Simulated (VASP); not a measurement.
# Sc (P6/mmm) in VASP: further runs

Runs on Sc. Level: PBE. Tasks: relaxation of cell and atoms.

Everything below comes from runs of VASP 6.6.1. Logs are shortened: lines on timing, memory, paths and dates and some standing lists are left out, and cuts for length are marked.

## Step 1: The cell of the first run

Symmetry: P6/mmm, No. 191, hexagonal system. Conventional cell: a = 3.021 Å, b = 3.021 Å, c = 2.784 Å, α = 90.00°, β = 90.00°, γ = 120.00°. Sc (site symmetry 6/mmm) has 8 Sc at 2.78 to 3.02 Å within 3.7 Å.

## Step 2: Relaxation of cell and atoms, PBE, target pressure 7.2 GPa, at which the enthalpy is minimised

INCAR reads:

```
PREC = Accurate
ENCUT = 600
EDIFF = 1E-6
ISMEAR = -1
SIGMA = 0.05
LREAL = F
LASPH = T
NELM = 60
ALGO = Normal
ISIF = 3
LWAVE = F
LCHARG = F
GGA = PE
IBRION = 2
NSW = 32
EDIFFG = -0.005
PSTRESS = 72.0
```

KPOINTS reads:

```
Automatic mesh
0
Gamma
  15 15 13
```

POSCAR reads:

```
Sc
1.0
    3.0209155352      0.0000000000      0.0000000000
   -1.5104577676      2.6161895962      0.0000000000
    0.0000000000      0.0000000000      2.7837450187
Sc
1
Direct
    0.0000000000      0.0000000000      0.0000000000
```

Potentials or basis: VASP PAW PBE potentials, release 64 (Sc_sv).

On the command line:

```console
$ cat potpaw_PBE.64/Sc_sv/POTCAR > POTCAR
$ mpirun -np 1 vasp_std > vasp.out
```

OUTCAR:

```text
PREC = Accurate
   ENCUT = 600
   EDIFF = 1E-6
   ISMEAR = -1
   LREAL = F
   LASPH = T
   NELM = 60
   ISIF = 3
   GGA = PE
   IBRION = 2
   NSW = 32
   EDIFFG = -0.005
   PSTRESS = 72.0

 ion  position               nearest neighbor table
   1  0.000  0.000  0.000-

  LATTYP: Found a hexagonal cell.
 ALAT       =     3.0209155352
 C/A-ratio  =     0.9214905171

  Lattice vectors:

 A1 = (   3.0209155352,   0.0000000000,   0.0000000000)
 A2 = (  -1.5104577676,   2.6161895962,   0.0000000000)
 A3 = (   0.0000000000,   0.0000000000,   2.7837450187)

Analysis of symmetry for initial positions (statically):
=====================================================================
 Subroutine PRICEL returns:
 Original cell was already a primitive cell.

 Routine SETGRP: Setting up the symmetry group for a
 hexagonal supercell.

 Subroutine GETGRP returns: Found 24 space group operations
 (whereof 24 operations were pure point group operations)
 out of a pool of 24 trial point group operations.

The static configuration has the point symmetry D_6h.

Analysis of symmetry for dynamics (positions and initial velocities):
=====================================================================
 Subroutine PRICEL returns:
 Original cell was already a primitive cell.

 Routine SETGRP: Setting up the symmetry group for a
 hexagonal supercell.

 Subroutine GETGRP returns: Found 24 space group operations
 (whereof 24 operations were pure point group operations)
 out of a pool of 24 trial point group operations.

The dynamic configuration has the point symmetry D_6h.

 Subroutine INISYM returns: Found 24 space group operations
 (whereof 24 operations are pure point group operations),
 and found     1 'primitive' translations

----------------------------------------------------------------------------------------

                                     Primitive cell

  volume of cell :      22.0007

  direct lattice vectors                    reciprocal lattice vectors
     3.020915535  0.000000000  0.000000000     0.331025475  0.191117647  0.000000000
    -1.510457768  2.616189596  0.000000000     0.000000000  0.382235294  0.000000000
     0.000000000  0.000000000  2.783745019     0.000000000  0.000000000  0.359228303

  length of vectors
     3.020915535  3.020915535  2.783745019     0.382235294  0.382235294  0.359228303

  position of ions in fractional coordinates (direct lattice)
     0.000000000  0.000000000  0.000000000

  ion indices of the primitive-cell ions
   primitive index   ion index
                 1           1

----------------------------------------------------------------------------------------

 KPOINTS: Automatic mesh

Automatic generation of k-mesh.
 Grid dimensions read from file:
 generate k-points for:   15   15   13

 Generating k-lattice:

  Cartesian coordinates                     Fractional coordinates (reciprocal lattice)
     0.022068365  0.012741176  0.000000000     0.066666667  0.000000000  0.000000000
     0.000000000  0.025482353  0.000000000     0.000000000  0.066666667  0.000000000
     0.000000000  0.000000000  0.027632946     0.000000000  0.000000000  0.076923077

  Length of vectors
     0.025482353  0.025482353  0.027632946

  Shift w.r.t. Gamma in fractional coordinates (k-lattice)
     0.000000000  0.000000000  0.000000000

 Subroutine IBZKPT returns following result:
 ===========================================

 Found    189 irreducible k-points:

 Following reciprocal coordinates:
            Coordinates               Weight
  0.000000  0.000000  0.000000      1.000000
  0.066667 -0.000000  0.000000      6.000000
  0.133333 -0.000000  0.000000      6.000000
  0.200000 -0.000000  0.000000      6.000000
  0.266667 -0.000000  0.000000      6.000000
  0.333333 -0.000000  0.000000      6.000000
[... 16 lines left out ...]
  0.333333  0.200000  0.000000     12.000000
  0.400000  0.200000  0.000000      6.000000
 [... further k-points ...]
   k-points           NKPTS =    189   k-points in BZ     NKDIM =    189   number of bands    NBANDS=      9
   number of dos      NEDOS =    301   number of ions     NIONS =      1
   total plane-waves  NPLWV =  13824
   dimension x,y,z NGX =    24 NGY =   24 NGZ =   24
   dimension x,y,z NGXF=    48 NGYF=   48 NGZF=   48
   ions per type =               1
   NGX,Y,Z   is equivalent  to a cutoff of  13.21, 13.21, 14.33 a.u.
   NGXF,Y,Z  is equivalent  to a cutoff of  26.42, 26.42, 28.67 a.u.
 SYSTEM =  unknown system
   PREC   = accura    normal or accurate (medium, high low for compatibility)
   ISTART =      0    job   : 0-new  1-cont  2-samecut
   ICHARG =      2    charge: 1-file 2-atom 10-const
   ISPIN  =      1    spin polarized calculation?
   LNONCOLLINEAR =      F non collinear calculations
   LSORBIT =      F    spin-orbit coupling
   LASPH  =      T    aspherical Exc in radial PAW
   ENCUT  =  600.0 eV  44.10 Ry    6.64 a.u.   6.03  6.03  5.56*2*pi/ulx,y,z
   NELM   =     60;   NELMIN=  2; NELMDL= -5     # of ELM steps
   EDIFF  = 0.1E-05   stopping-criterion for ELM
   LREAL  =      F    real-space projection
   EDIFFG = -.5E-02   stopping-criterion for IOM
   NSW    =     32    number of steps for IOM
   IBRION =      2    ionic relax: 0-MD 1-quasi-New 2-CG
   NFREE  =      1    steps in history (QN), initial steepest desc. (CG)
   ISIF   =      3    stress and relaxation
   ISYM   =      2    0-nonsym 1-usesym 2-fastsym
   POTIM  = 0.5000    time-step for ionic-motion
   TEBEG  =    0.0;   TEEND  =   0.0 temperature during run
   PSTRESS=   72.0 pullay stress
   NELECT =      11.0000    total number of electrons
   NUPDOWN=      -1.0000    fix difference up-down
   EMIN   =  10.00;   EMAX   =-10.00  energy-range for DOS
   EFERMI =   0.00;   METHOD = LEGACY
   ISMEAR =    -1;   SIGMA  =   0.05  broadening in eV -4-tet -1-fermi 0-gaus
   EFERMI_NEDOS =   21; number of points for ismear=-14 and -15
   IALGO  =     38    algorithm
   IMIX   =      4    mixing-type and parameters
     AMIX     =   0.40;   BMIX     =  1.00
     AMIX_MAG =   1.60;   BMIX_MAG =  1.00
  volume/ion in A,a.u.               =      22.00       148.47
  Fermi-wavevector in a.u.,A,eV,Ry     =   1.299351  2.455418 22.970910  1.688314
  Thomas-Fermi vector in A             =   2.430621
   LORBIT       =      0    0 simple, 1 ext, 2 COOP (PROOUT), +10 PAW based schemes
   GGA     = PE    functional components
   LHFCALC =     F    Hartree Fock is set to
   AEXX    =    0.0000 exact exchange contribution
   IVDW    =     0    specifies the selected vdW correction
   LEPSILON=     F    determine dielectric tensor
   LRPA    =     F    only Hartree local field effects (RPA)
 conjugate gradient relaxation of ions
 non-spin polarized calculation
  energy-cutoff  :      600.00
  volume of cell :       22.00
 maximum number of plane-waves:       753
   NGX = 13   NGY = 13   NGZ = 11

--------------------------------------- Ionic step        1  -------------------------------------------

 number of electron      10.9999999 magnetization

 Free energy of the ion-electron system (eV)
  ---------------------------------------------------
  ext. energy  EPLUGINS =         0.00000000
  ---------------------------------------------------
  free energy    TOTEN  =        -5.76325572 eV

  energy without entropy =       -5.74386974  energy(sigma->0) =       -5.75356273

------------------------ aborting loop because EDIFF is reached ----------------------------------------

  FORCE on cell =-STRESS in cart. coord.  units (eV):
  Direction    XX          YY          ZZ          XY          YZ          ZX
  --------------------------------------------------------------------------------------
  -------------------------------------------------------------------------------------
  Total        1.0035987      1.0035987      1.0120507      0.0000000     -0.0000000     -0.0000000
  in kB       73.0858732     73.0858732     73.7013782      0.0000000     -0.0000000     -0.0000000
  external PRESSURE =       1.2910415 kB  Pullay stress =      72.0000000 kB
[... 244 lines left out ...]
  enthalpy is  TOTEN    =        -4.7745900380 eV   P V=        0.9911670388

--------------------------------------- Ionic step        8  -------------------------------------------

 number of electron      10.9999999 magnetization

 Free energy of the ion-electron system (eV)
  ---------------------------------------------------
  ext. energy  EPLUGINS =         0.00000000
  ---------------------------------------------------
  free energy    TOTEN  =        -5.76580748 eV

  energy without entropy =       -5.74632692  energy(sigma->0) =       -5.75606720

 E-fermi :   4.3365     XC(G=0): -10.3041

 val. band max:        4.3353101033   @ k =   0.3333  -0.0000   0.1538
 cond. band min:       4.3443599767   @ k =   0.3333  -0.0000   0.2308
 fundamental gap:      0.0090498734
 Fermi energy:         4.3365085507

 k-point     1 :       0.0000    0.0000    0.0000
  band No.  band energies     occupation
      1     -44.9607      2.00000
      2     -23.2402      2.00000
      3     -23.2169      2.00000
      4     -23.2169      2.00000
      5      -0.8655      2.00000
      6       3.8482      1.99989
      7       6.0609      0.00000
      8       6.0609      0.00000
      9       8.8896      0.00000
[... 265 lines left out ...]
 k-point    24 :       0.4000    0.2000    0.0000
  band No.  band energies     occupation
      1     -44.8498      2.00000
      2     -23.7822      2.00000
      3     -23.5061      2.00000
      4     -23.1671      2.00000
      5       3.2504      2.00000
      6       4.3564      0.80365
      7       4.4260      0.28636
      8       7.4607      0.00000
      9       8.1771      0.00000

 [... further k-points ...]
[... 5 lines left out ...]
  --------------------------------------------------------------------------------------
  -------------------------------------------------------------------------------------
  Total        0.9864630      0.9864630      0.9905426      0.0000000      0.0000000     -0.0000000
  in kB       71.6547766     71.6547766     71.9511062      0.0000000      0.0000000     -0.0000000
  external PRESSURE =      -0.2464468 kB  Pullay stress =      72.0000000 kB
[... 16 lines left out ...]
  FREE ENERGIE OF THE ION-ELECTRON SYSTEM (eV)
  ---------------------------------------------------
  free  energy   TOTEN  =        -5.7658074821 eV

  energy  without entropy=       -5.7463269160  energy(sigma->0) =       -5.75606720

  enthalpy is  TOTEN    =        -4.7745917927 eV   P V=        0.9912156894

 reached required accuracy - stopping structural energy minimisation
```

Wall time 72 s (1 thread of Oxide Virtual Turin-like, shared host); peak memory 0.14 GiB.

Results:

| Quantity | Value |
| --- | --- |
| Free energy | -5.7658 eV |
| Relaxed volume | 22.06 Å³/atom |
| Relaxed cell | a = 3.023 Å, b = 3.023 Å, c = 2.788 Å, α = 90.00°, β = 90.00°, γ = 120.00° |
| Space group after relaxing (to 0.05 Å) | P6/mmm (No. 191) |
| Energy change on relaxing (the enthalpy is what falls) | -2.6 meV/atom |
| Ionic steps | 8 |
| Pressure after relaxing | 7.2 GPa |

The path:
```
step  energy change (eV)  largest force (eV/Å)  pressure (GPa)  volume (Å³)
   1              0.0000                0.0000            7.33        22.00
   2             -0.0026                0.0000            7.16        22.06
   3             -0.0021                0.0000            7.20        22.05
   4             -0.0022                0.0000            7.23        22.05
   5             -0.0024                0.0000            7.20        22.05
   6             -0.0024                0.0000            7.20        22.05
   7             -0.0025                0.0000            7.21        22.06
   8             -0.0026                0.0000            7.18        22.06
```

Final structure:
```cif
data_structure
_symmetry_space_group_name_H-M 'P 1'
_symmetry_Int_Tables_number 1
_cell_length_a 3.0226
_cell_length_b 3.0226
_cell_length_c 2.7877
_cell_angle_alpha 90.000
_cell_angle_beta 90.000
_cell_angle_gamma 120.000
_cell_volume 22.06
loop_
_atom_site_label
_atom_site_type_symbol
_atom_site_fract_x
_atom_site_fract_y
_atom_site_fract_z
_atom_site_occupancy
Sc1 Sc 0.00000 0.00000 0.00000 1
```

Caveat: the cell is relaxed towards a set pressure, so the enthalpy falls and the energy may rise.

## Step 3: Relaxation of cell and atoms, PBE, target pressure 7.2 GPa, at which the enthalpy is minimised

This run uses another cell than the first one, of 22.65 Å³/atom, 1.029 times its volume.

INCAR reads:

```
  PREC = Accurate
  ENCUT = 600
  EDIFF = 1E-6
  ISMEAR = -1
  SIGMA = 0.05
  LREAL = F
  LASPH = T
  NELM = 80
  ALGO = Normal
  ISIF = 3
  LWAVE = F
  LCHARG = F
  GGA = PE
  IBRION = 2
  NSW = 60
  EDIFFG = -0.005
  PSTRESS = 72.0
```

KPOINTS reads:

```
regular mesh
0
Gamma
  15 15 13
```

POSCAR reads:

```
Sc
1.0
    3.0299751938      0.0000000000      0.0000000000
   -1.5149875969      2.6240354907      0.0000000000
    0.0000000000      0.0000000000      2.8481766822
Sc
1
Direct
    0.0000000000      0.0000000000      0.0000000000
```

Potentials or basis: VASP PAW PBE potentials, release 64 (Sc_sv).

On the command line:

```console
$ cat potpaw_PBE.64/Sc_sv/POTCAR > POTCAR
$ mpirun -np 1 vasp_std > vasp.out
```

Wall time 2.9 min (1 thread of Oxide Virtual Turin-like, shared host); peak memory 0.15 GiB.

It converged, with:

```yaml
Free_energy: -5.7660 eV
Relaxed_volume: 22.06 Å³/atom
Relaxed_cell: a = 3.022 Å, b = 3.022 Å, c = 2.789 Å, α = 90.00°, β = 90.00°, γ = 120.00°
Space_group_after_relaxing_to_0.05_Å: P6/mmm (No. 191)
Energy_change_on_relaxing_the_enthalpy_is_what_falls: +22.5 meV/atom
Ionic_steps: 6
Pressure_after_relaxing: 7.2 GPa
```

Step by step:
```
step  energy change (eV)  largest force (eV/Å)  pressure (GPa)  volume (Å³)
   1              0.0000                0.0000            5.69        22.65
   2              0.0278                0.0000            7.59        21.95
   3              0.0242                0.0000            7.35        22.03
   4              0.0231                0.0000            7.25        22.05
   5              0.0224                0.0000            7.17        22.06
   6              0.0225                0.0000            7.17        22.06
```

Final structure:
```xyz
1
Lattice="3.0223 0.0000 0.0000 -1.5112 2.6174 0.0000 0.0000 0.0000 2.7886" Properties=species:S:1:pos:R:3 pbc="T T T"
Sc    0.0000    0.0000    0.0000
```

Levels at points of the mesh, in eV from the Fermi level:
```
           k point  band 3  band 4  band 5  band 6  band 7  band 8  band 9
(0.00, 0.00, 0.00)  -27.55  -27.55   -5.20   -0.49    1.73    1.73    4.55
```

Caveat: the cell is relaxed towards a set pressure, so the enthalpy falls and the energy may rise.
